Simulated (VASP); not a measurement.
Set up this calculation in VASP 6.6.1, as the native input.

* Task: single point
* Functional: LDA
* Potentials or basis: VASP PAW LDA potentials, release 64 (Ba_sv, Cr_sv, F)
* Cutoff: 700 eV
* k mesh: 4 × 4 × 4
* Occupations: gaussian, width 0.05 eV
* Spin: collinear spin, ferromagnetic start
* Starting moments: [0.0, 1.74, -0.03, -0.03, -0.03, -0.03, -0.03, -0.03] μB
* Hubbard terms: Cr d U = 4.0 eV, J = 0.5 eV
* Dipole correction: no
* LDAUTYPE: 1
* Hund's J: 0.5
* Further INCAR settings: ALGO = Normal; EDIFF = 1e-06; NBANDS = 47

The structure of BaCrF6 lies in POSCAR:

```
BaCrF6
1.0
    3.6639988200      2.1154107000      2.3789998200
   -3.6639988200      2.1154107000      2.3789998200
    0.0000000000     -4.2308214000      2.3789998200
Ba Cr F
1 1 6
Direct
    0.5000000000      0.5000000000      0.5000000000
    0.0000000000      0.0000000000      0.0000000000
    0.2600000000      0.8970000000      0.2600000000
    0.2600000000      0.2600000000      0.8970000000
    0.8970000000      0.2600000000      0.2600000000
    0.7400000000      0.1030000000      0.7400000000
    0.1030000000      0.7400000000      0.7400000000
    0.7400000000      0.7400000000      0.1030000000
```

These files were run (other wordings do the same):

INCAR

```
PREC = Accurate
ENCUT = 700
EDIFF = 1E-6
ISMEAR = 0
SIGMA = 0.05
LREAL = False
LASPH = True
NELM = 200
ALGO = Normal
ISIF = 2
LWAVE = False
LCHARG = True
ISPIN = 2
MAGMOM = 0 1.74 -0.03 -0.03 -0.03 -0.03 -0.03 -0.03
LORBIT = 11
LMAXMIX = 4
LDAU = True
LDAUTYPE = 1
LDAUL = -1 2 -1
LDAUU = 0 4 0
LDAUJ = 0 0.5 0
LDAUPRINT = 1
LELF = True
LVHAR = True
NBANDS = 47
GGA_COMPAT = False
```

KPOINTS

```
regular mesh
0
Gamma
  4 4 4
```

Potentials or basis: VASP PAW LDA potentials, release 64 (Ba_sv, Cr_sv, F).

Run with:

```sh
$ cat potpaw_LDA.64/Ba_sv/POTCAR potpaw_LDA.64/Cr_sv/POTCAR potpaw_LDA.64/F/POTCAR > POTCAR
$ mpirun -np 1 vasp_std > vasp.out
```

It gave:

* Pressure: -4.0 GPa
* Largest force: 0.665 eV/Å
* Band gap on the k mesh: zero (filled and empty bands overlap)
* Net moment: 2.00 μB per cell
* Site moments: Ba +0.00; Cr +1.94; F -0.01 μB
* Valence electrons inside the program's atomic spheres: Ba 7.78; Cr 11.48; F 6.06

Caveat: the stress differs along the axes, from -6 to -1 GPa; spin-orbit coupling is left out, which moves the levels of the heavy elements; a cell with one magnetic atom can't hold antiferromagnetic order, which such compounds often take.

Run time: 3.3 min on 1 thread of AMD EPYC 7R13 Processor (Zen 3), with other jobs on the host, peak memory 0.3 GiB.
